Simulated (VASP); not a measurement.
Set up this calculation in VASP 6.6.1, as the native input.

```yaml
Task: relaxation of cell and atoms
Functional: LDA
Potentials_or_basis: VASP PAW LDA potentials, release 64 (Ca_sv, O)
Cutoff: 600 eV
k_mesh: 8 × 8 × 8
Occupations: gaussian, width 0.02 eV
Spin: no spin polarisation
Dipole_correction: no
Further_INCAR_settings: ALGO = Normal; EDIFF = 1e-07; IBRION = 2; EDIFFG = -0.002; NSW = 100; ISIF = 3
```

The structure of CaO lies in POSCAR:

```
CaO
1.0
    0.0000000000      2.4035557000      2.4035557000
    2.4035557000      0.0000000000      2.4035557000
    2.4035557000      2.4035557000      0.0000000000
Ca O
1 1
Direct
    0.0000000000      0.0000000000      0.0000000000
    0.5000000000      0.5000000000      0.5000000000
```

The input as run:

INCAR

```
PREC = Accurate
ENCUT = 600
EDIFF = 1E-7
ISMEAR = 0
SIGMA = 0.02
LREAL = F
LASPH = T
NELM = 120
ALGO = Normal
ISIF = 3
LWAVE = F
LCHARG = F
IBRION = 2
NSW = 100
EDIFFG = -0.002
GGA_COMPAT = F
NELMIN = 4
```

KPOINTS

```
regular mesh
0
Gamma
  8 8 8
```

Potentials or basis: VASP PAW LDA potentials, release 64 (Ca_sv, O).

Launch:

```bash
$ cat potpaw_LDA.64/Ca_sv/POTCAR potpaw_LDA.64/O/POTCAR > POTCAR
$ mpirun -np 1 vasp_std > vasp.out
```

Results of the run:

| Quantity | Value |
| --- | --- |
| Relaxed volume | 13.12 Å³/atom |
| Relaxed cell | a = 3.336 Å, b = 3.336 Å, c = 3.336 Å, α = 60.00°, β = 60.00°, γ = 60.00° |
| Space group after relaxing (to 0.1 Å) | Fm-3m (No. 225) |
| Energy gained by relaxing | 16.0 meV/atom |
| Ionic steps | 3 |
| Pressure after relaxing | 0.0 GPa |
| Band gap on the k mesh | 3.43 eV (least direct gap 3.79 eV) |

Wall time 60 s on 1 thread of Intel Xeon 8259CL, with other jobs on the host, peak memory 0.16 GiB.
